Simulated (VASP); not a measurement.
Set up this calculation in VASP 6.6.1, as the native input.

```
Task                   : single point
Functional             : LDA
Potentials or basis    : VASP PAW PBE potentials, release 64 (Sm)
Cutoff                 : 520 eV
k mesh                 : 13 × 13 × 13
Occupations            : fermi-dirac, width 0.136057 eV
Spin                   : no spin polarisation
Dipole correction      : no
Further INCAR settings : ALGO = Normal; EDIFF = 1e-06; NBANDS = 14
```

The structure of Sm lies in POSCAR:

```
Sm
1.0
    2.5046845498      0.0000000000      0.0000000000
    0.0000000000      2.5046845498      0.0000000000
    0.0000000000      0.0000000000      2.5046845498
Sm
1
Direct
    0.0000000000      0.0000000000      0.0000000000
```

These files were run (other wordings do the same):

INCAR

```
SYSTEM = Sm
ALGO = Normal ; EDIFF = 1E-6
ENCUT = 520 ; GGA = CA
ISIF = 2 ; ISMEAR = -1
LASPH = .TRUE. ; LCHARG = .FALSE.
LREAL = .FALSE. ; LWAVE = .FALSE.
NBANDS = 14 ; NELM = 60
PREC = Accurate ; SIGMA = 0.13605693000000002
```

KPOINTS

```
k-points
0
G
  13 13 13
  0 0 0
```

Potentials or basis: VASP PAW PBE potentials, release 64 (Sm).

Command:

```console
$ cat potpaw_PBE.64/Sm/POTCAR > POTCAR
$ mpirun -np 1 vasp_std > vasp.out
```

It gave:

* Pressure: 2.2 GPa
* Band gap on the k mesh: zero (band 8 reaches 7.69 eV, above the bottom of band 9 at 7.14 eV)

Caveat: the PAW data sets were made with another functional, which shifts forces and pressure a little; spin-orbit coupling is left out, which moves the levels of the heavy elements.

Run time: 67 s on 1 thread of AMD EPYC 7R13, on a shared host, peak memory 0.11 GiB.
